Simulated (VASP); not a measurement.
# ZnSe (NiAs type) (P6_3/mmc) in VASP: further runs

The runs below take ZnSe (NiAs type) through relaxation of shape and atoms at fixed volume, with PBE.

Program: VASP 6.6.1. These are calculated values, not measurements. Logs are shortened: lines on timing, memory, paths and dates and some standing lists are left out, and cuts for length are marked.

### 1 The cell of the first run

Symmetry: P6_3/mmc, No. 194, hexagonal system. The conventional cell has a = 3.130 Å, b = 3.130 Å, c = 5.063 Å, α = 90.00°, β = 90.00°, γ = 120.00°. Zn (site symmetry -3m) has 6 Se at 2.21 Å and 2 Zn at 2.53 Å within 2.9 Å. Within 2.9 Å of Se (site symmetry -6m2) lie 6 Zn at 2.21 Å.

### 2 Relaxation of shape and atoms at fixed volume, PBE

INCAR reads:

```
SYSTEM = ZnSe
PREC = Accurate
ENCUT = 600
EDIFF = 1E-7
ISMEAR = -1
SIGMA = 0.08
LREAL = .FALSE.
LASPH = .TRUE.
NELM = 60
ALGO = Normal
ISIF = 4
LWAVE = .FALSE.
LCHARG = .FALSE.
GGA = PE
IBRION = 2
NSW = 50
EDIFFG = -0.005
```

KPOINTS reads:

```
regular mesh
0
G
  10 10 6
  0 0 0
```

POSCAR reads:

```
ZnSe
1.0
    3.1295388591      0.0000000000      0.0000000000
   -1.5647694296      2.7102601541      0.0000000000
    0.0000000000      0.0000000000      5.0634168356
Zn Se
2 2
Direct
    0.0000000000      0.0000000000      0.0000000000
    0.0000000000      0.0000000000      0.5000000000
    0.3333333333      0.6666666667      0.2500000000
    0.6666666667      0.3333333333      0.7500000000
```

Potentials or basis: VASP PAW PBE potentials, release 64 (Zn, Se).

On the command line:

```bash
> cat potpaw_PBE.64/Zn/POTCAR potpaw_PBE.64/Se/POTCAR > POTCAR
> mpirun -np 1 vasp_std > vasp.out
```

OUTCAR:

```text
SYSTEM = ZnSe
   PREC = Accurate
   ENCUT = 600
   EDIFF = 1E-7
   ISMEAR = -1
   LREAL = .FALSE.
   LASPH = .TRUE.
   NELM = 60
   ISIF = 4
   GGA = PE
   IBRION = 2
   NSW = 50
   EDIFFG = -0.005

 ion  position               nearest neighbor table
   1  0.000  0.000  0.000-   3 2.21   4 2.21   4 2.21   3 2.21   4 2.21   3 2.21   2 2.53   2 2.53

   2  0.000  0.000  0.500-   3 2.21   4 2.21   4 2.21   3 2.21   4 2.21   3 2.21   1 2.53   1 2.53

   3  0.333  0.667  0.250-   1 2.21   2 2.21   1 2.21   2 2.21   1 2.21   2 2.21
   4  0.667  0.333  0.750-   1 2.21   2 2.21   1 2.21   2 2.21   1 2.21   2 2.21

  LATTYP: Found a hexagonal cell.
 ALAT       =     3.1295388591
 C/A-ratio  =     1.6179434299

  Lattice vectors:

 A1 = (   3.1295388591,   0.0000000000,   0.0000000000)
 A2 = (  -1.5647694296,   2.7102601541,   0.0000000000)
 A3 = (   0.0000000000,   0.0000000000,   5.0634168356)

Analysis of symmetry for initial positions (statically):
=====================================================================
 Subroutine PRICEL returns:
 Original cell was already a primitive cell.

 Routine SETGRP: Setting up the symmetry group for a
 hexagonal supercell.

 Subroutine GETGRP returns: Found 24 space group operations
 (whereof 12 operations were pure point group operations)
 out of a pool of 24 trial point group operations.

The static configuration has the point symmetry D_3d.
 The point group associated with its full space group is D_6h.

Analysis of symmetry for dynamics (positions and initial velocities):
=====================================================================
 Subroutine PRICEL returns:
 Original cell was already a primitive cell.

 Routine SETGRP: Setting up the symmetry group for a
 hexagonal supercell.

 Subroutine GETGRP returns: Found 24 space group operations
 (whereof 12 operations were pure point group operations)
 out of a pool of 24 trial point group operations.

The dynamic configuration has the point symmetry D_3d.
 The point group associated with its full space group is D_6h.

 Subroutine INISYM returns: Found 24 space group operations
 (whereof 12 operations are pure point group operations),
 and found     1 'primitive' translations

----------------------------------------------------------------------------------------

                                     Primitive cell

  volume of cell :      42.9472

  direct lattice vectors                    reciprocal lattice vectors
     3.129538859  0.000000000  0.000000000     0.319535895  0.184484135  0.000000000
    -1.564769430  2.710260154  0.000000000     0.000000000  0.368968270  0.000000000
     0.000000000  0.000000000  5.063416836     0.000000000  0.000000000  0.197495097

  length of vectors
     3.129538859  3.129538859  5.063416836     0.368968270  0.368968270  0.197495097

  position of ions in fractional coordinates (direct lattice)
     0.000000000  0.000000000  0.000000000
     0.000000000  0.000000000  0.500000000
     0.333333333  0.666666667  0.250000000
     0.666666667  0.333333333  0.750000000

  ion indices of the primitive-cell ions
   primitive index   ion index
                 1           1
                 2           2
                 3           3
                 4           4

----------------------------------------------------------------------------------------

 KPOINTS: regular mesh

Automatic generation of k-mesh.
 Grid dimensions read from file:
 generate k-points for:   10   10    6

 Generating k-lattice:

  Cartesian coordinates                     Fractional coordinates (reciprocal lattice)
     0.031953589  0.018448413  0.000000000     0.100000000  0.000000000  0.000000000
     0.000000000  0.036896827  0.000000000     0.000000000  0.100000000  0.000000000
     0.000000000  0.000000000  0.032915850     0.000000000  0.000000000  0.166666667

  Length of vectors
     0.036896827  0.036896827  0.032915850

  Shift w.r.t. Gamma in fractional coordinates (k-lattice)
     0.000000000  0.000000000  0.000000000

 Subroutine IBZKPT returns following result:
 ===========================================

 Found     56 irreducible k-points:

 Following reciprocal coordinates:
            Coordinates               Weight
  0.000000  0.000000  0.000000      1.000000
  0.100000  0.000000  0.000000      6.000000
  0.200000  0.000000  0.000000      6.000000
  0.300000 -0.000000  0.000000      6.000000
  0.400000 -0.000000  0.000000      6.000000
  0.500000 -0.000000  0.000000      3.000000
[... 16 lines left out ...]
  0.300000  0.100000  0.166667     24.000000
  0.400000  0.100000  0.166667     24.000000
 [... further k-points ...]
   k-points           NKPTS =     56   k-points in BZ     NKDIM =     56   number of bands    NBANDS=     22
   number of dos      NEDOS =    301   number of ions     NIONS =      4
   total plane-waves  NPLWV =  31360
   dimension x,y,z NGX =    28 NGY =   28 NGZ =   40
   dimension x,y,z NGXF=    56 NGYF=   56 NGZF=   80
   ions per type =               2   2
   NGX,Y,Z   is equivalent  to a cutoff of  14.87, 14.87, 13.13 a.u.
   NGXF,Y,Z  is equivalent  to a cutoff of  29.75, 29.75, 26.27 a.u.
 SYSTEM =  ZnSe
   PREC   = accura    normal or accurate (medium, high low for compatibility)
   ISTART =      0    job   : 0-new  1-cont  2-samecut
   ICHARG =      2    charge: 1-file 2-atom 10-const
   ISPIN  =      1    spin polarized calculation?
   LNONCOLLINEAR =      F non collinear calculations
   LSORBIT =      F    spin-orbit coupling
   LASPH  =      T    aspherical Exc in radial PAW
   ENCUT  =  600.0 eV  44.10 Ry    6.64 a.u.   6.25  6.25 10.11*2*pi/ulx,y,z
   NELM   =     60;   NELMIN=  2; NELMDL= -5     # of ELM steps
   EDIFF  = 0.1E-06   stopping-criterion for ELM
   LREAL  =      F    real-space projection
   EDIFFG = -.5E-02   stopping-criterion for IOM
   NSW    =     50    number of steps for IOM
   IBRION =      2    ionic relax: 0-MD 1-quasi-New 2-CG
   NFREE  =      1    steps in history (QN), initial steepest desc. (CG)
   ISIF   =      4    stress and relaxation
   ISYM   =      2    0-nonsym 1-usesym 2-fastsym
   POTIM  = 0.5000    time-step for ionic-motion
   TEBEG  =    0.0;   TEEND  =   0.0 temperature during run
   PSTRESS=    0.0 pullay stress
   NELECT =      36.0000    total number of electrons
   NUPDOWN=      -1.0000    fix difference up-down
   EMIN   =  10.00;   EMAX   =-10.00  energy-range for DOS
   EFERMI =   0.00;   METHOD = LEGACY
   ISMEAR =    -1;   SIGMA  =   0.08  broadening in eV -4-tet -1-fermi 0-gaus
   EFERMI_NEDOS =   21; number of points for ismear=-14 and -15
   IALGO  =     38    algorithm
   IMIX   =      4    mixing-type and parameters
     AMIX     =   0.40;   BMIX     =  1.00
     AMIX_MAG =   1.60;   BMIX_MAG =  1.00
  volume/ion in A,a.u.               =      10.74        72.46
  Fermi-wavevector in a.u.,A,eV,Ry     =   1.543585  2.916953 32.418001  2.382656
  Thomas-Fermi vector in A             =   2.649227
   LORBIT       =      0    0 simple, 1 ext, 2 COOP (PROOUT), +10 PAW based schemes
   GGA     = PE    functional components
   LHFCALC =     F    Hartree Fock is set to
   AEXX    =    0.0000 exact exchange contribution
   IVDW    =     0    specifies the selected vdW correction
   LEPSILON=     F    determine dielectric tensor
   LRPA    =     F    only Hartree local field effects (RPA)
 conjugate gradient relaxation of ions
 non-spin polarized calculation
  energy-cutoff  :      600.00
  volume of cell :       42.95
 maximum number of plane-waves:      1454
 NGX is ok and might be reduce to    28
   NGX = 13   NGY = 13   NGZ = 21

--------------------------------------- Ionic step        1  -------------------------------------------

 number of electron      35.9999988 magnetization

 Free energy of the ion-electron system (eV)
  ---------------------------------------------------
  ext. energy  EPLUGINS =         0.00000000
  ---------------------------------------------------
  free energy    TOTEN  =        -0.15158391 eV

  energy without entropy =       -0.14102397  energy(sigma->0) =       -0.14630394

------------------------ aborting loop because EDIFF is reached ----------------------------------------

  FORCE on cell =-STRESS in cart. coord.  units (eV):
  Direction    XX          YY          ZZ          XY          YZ          ZX
  --------------------------------------------------------------------------------------
  -------------------------------------------------------------------------------------
  Total       43.6711976     43.6711976     47.8213671     -0.0000000      0.0000000      0.0000000
  in kB     1629.1860179   1629.1860179   1784.0111324     -0.0000000      0.0000000      0.0000000
  external PRESSURE =    1680.7943894 kB  Pullay stress =       0.0000000 kB
[... 61 lines left out ...]
  energy  without entropy=       -0.2489604118  energy(sigma->0) =       -0.25367631

--------------------------------------- Ionic step        3  -------------------------------------------

 number of electron      36.0000015 magnetization

 Free energy of the ion-electron system (eV)
  ---------------------------------------------------
  ext. energy  EPLUGINS =         0.00000000
  ---------------------------------------------------
  free energy    TOTEN  =        -0.29265517 eV

  energy without entropy =       -0.28181658  energy(sigma->0) =       -0.28723587

 E-fermi :  11.1664     XC(G=0): -13.4795

 val. band max:       11.1211029771   @ k =   0.2000   0.0000   0.1667
 cond. band min:      11.1806989601   @ k =   0.3000  -0.0000   0.0000
 fundamental gap:      0.0595959830
 Fermi energy:        11.1664183483

 k-point     1 :       0.0000    0.0000    0.0000
  band No.  band energies     occupation
      1      -9.3941      2.00000
      2      -6.2090      2.00000
      3      -2.0886      2.00000
      4       0.6668      2.00000
      5       0.6668      2.00000
      6       0.7679      2.00000
[... 574 lines left out ...]
      6       0.7814      2.00000
[... 14 lines left out ...]
     21      15.0017      0.00000
     22      16.2164      0.00000

 [... further k-points ...]

------------------------ aborting loop because EDIFF is reached ----------------------------------------

  FORCE on cell =-STRESS in cart. coord.  units (eV):
  Direction    XX          YY          ZZ          XY          YZ          ZX
  --------------------------------------------------------------------------------------
  -------------------------------------------------------------------------------------
  Total       44.1566616     44.1566616     44.1295865     -0.0000000      0.0000000      0.0000000
  in kB     1647.2966092   1647.2966091   1646.2865525     -0.0000001      0.0000000      0.0000000
  external PRESSURE =    1646.9599236 kB  Pullay stress =       0.0000000 kB
[... 19 lines left out ...]
  FREE ENERGIE OF THE ION-ELECTRON SYSTEM (eV)
  ---------------------------------------------------
  free  energy   TOTEN  =        -0.2926551650 eV

  energy  without entropy=       -0.2818165767  energy(sigma->0) =       -0.28723587

 reached required accuracy - stopping structural energy minimisation
```

It took 2.1 min on 1 thread of Intel Xeon 6975P-C, shared host; peak memory 0.22 GiB.

Results:

* Free energy: -0.2927 eV
* Energy gained by relaxing: 35.3 meV/atom
* Ionic steps: 3
* Pressure after relaxing: 164.7 GPa
* Band gap on the k mesh: zero (band 18 reaches 11.56 eV, above the bottom of band 19 at 9.44 eV)

Stress tensor (GPa, compression positive):
```
164.73   0.00   0.00
  0.00 164.73   0.00
  0.00   0.00 164.63
```

Step by step:
```csv
step,energy change (eV),largest force (eV/Å),pressure (GPa),volume (Å³)
1,0.0000,0.0000,168.08,42.95
2,-0.1068,0.0000,166.35,42.95
3,-0.1411,0.0000,164.70,42.95
```

Final structure:
```
CELL_PARAMETERS angstrom
3.03004 0.00000 0.00000
-1.51502 2.62409 0.00000
0.00000 0.00000 5.40141
ATOMIC_POSITIONS crystal
Zn 0.00000 0.00000 0.00000
Zn 0.00000 0.00000 0.50000
Se 0.33333 0.66667 0.25000
Se 0.66667 0.33333 0.75000
```

Levels at points of the mesh, in eV from the Fermi level:
```csv
k point,band 14,band 15,band 16,band 17,band 18,band 19,band 20,band 21,band 22
"(0.00, 0.00, 0.00)",-2.81,-1.09,-1.09,0.33,0.33,4.05,4.92,6.11,6.11
"(0.50, 0.00, 0.00)",-8.50,-6.55,-5.16,-4.59,-0.24,2.23,3.05,3.14,4.11
"(0.00, 0.00, 0.50)",-7.11,-0.26,-0.26,-0.26,-0.26,5.28,5.28,6.34,6.34
"(0.50, 0.00, 0.50)",-8.57,-3.20,-3.20,-3.20,-3.20,0.42,0.42,3.22,3.22
```

### 3 Relaxation of shape and atoms at fixed volume, PBE

This run uses another cell than the first one, of 12.49 Å³/atom, 1.164 times its volume.

INCAR reads:

```
  PREC = Accurate
  ENCUT = 600
  EDIFF = 1E-6
  ISMEAR = -1
  SIGMA = 0.08
  LREAL = F
  LASPH = T
  NELM = 100
  ALGO = Normal
  ISIF = 4
  LWAVE = F
  LCHARG = F
  GGA = PE
  IBRION = 2
  NSW = 50
  EDIFFG = -0.005
```

KPOINTS reads:

```
regular mesh
0
Gamma
  10 10 6
```

POSCAR reads:

```
ZnSe
1.0
    3.2916939051      0.0000000000      0.0000000000
   -1.6458469526      2.8506905433      0.0000000000
    0.0000000000      0.0000000000      5.3257745268
Zn Se
2 2
Direct
    0.0000000000      0.0000000000      0.0000000000
    0.0000000000      0.0000000000      0.5000000000
    0.3333333333      0.6666666667      0.2500000000
    0.6666666667      0.3333333333      0.7500000000
```

Potentials or basis: VASP PAW PBE potentials, release 64 (Zn, Se).

On the command line:

```bash
> cat potpaw_PBE.64/Zn/POTCAR potpaw_PBE.64/Se/POTCAR > POTCAR
> mpirun -np 1 vasp_std > vasp.out
```

Wall time 2.7 min (1 thread of Intel Xeon 6975P-C, shared host); peak memory 0.24 GiB.

It converged, with:

```
Free energy               : -5.6507 eV
Energy gained by relaxing : 11.9 meV/atom
Ionic steps               : 4
Pressure after relaxing   : 87.8 GPa
Band gap on the k mesh    : zero (band 18 reaches 8.75 eV, above the bottom of band 19 at 7.46 eV)
```

The path:
```
step  energy change (eV)  largest force (eV/Å)  pressure (GPa)  volume (Å³)
   1              0.0000                0.0000           88.92        49.97
   2             -0.0337                0.0000           88.34        49.97
   3             -0.0476                0.0000           87.75        49.97
   4             -0.0477                0.0000           87.81        49.97
```

Final structure:
```
Zn Se
1.0
     3.22797    0.00000    0.00000
    -1.61399    2.79550    0.00000
     0.00000    0.00000    5.53812
Zn Se
2 2
Direct
  0.00000 0.00000 0.00000
  0.00000 0.00000 0.50000
  0.33333 0.66667 0.25000
  0.66667 0.33333 0.75000
```

Levels at points of the mesh, in eV from the Fermi level:
```tsv
k point	band 15	band 16	band 17	band 18	band 19	band 20	band 21	band 22
(0.00, 0.00, 0.00)	-1.09	-1.09	0.05	0.05	3.58	3.84	6.09	6.09
(0.50, 0.00, 0.00)	-6.15	-4.43	-3.84	-0.20	2.42	2.85	3.29	4.37
(0.00, 0.00, 0.50)	-0.42	-0.42	-0.42	-0.42	4.68	4.68	6.20	6.20
(0.50, 0.00, 0.50)	-2.73	-2.73	-2.68	-2.68	0.98	0.98	3.80	3.80
```
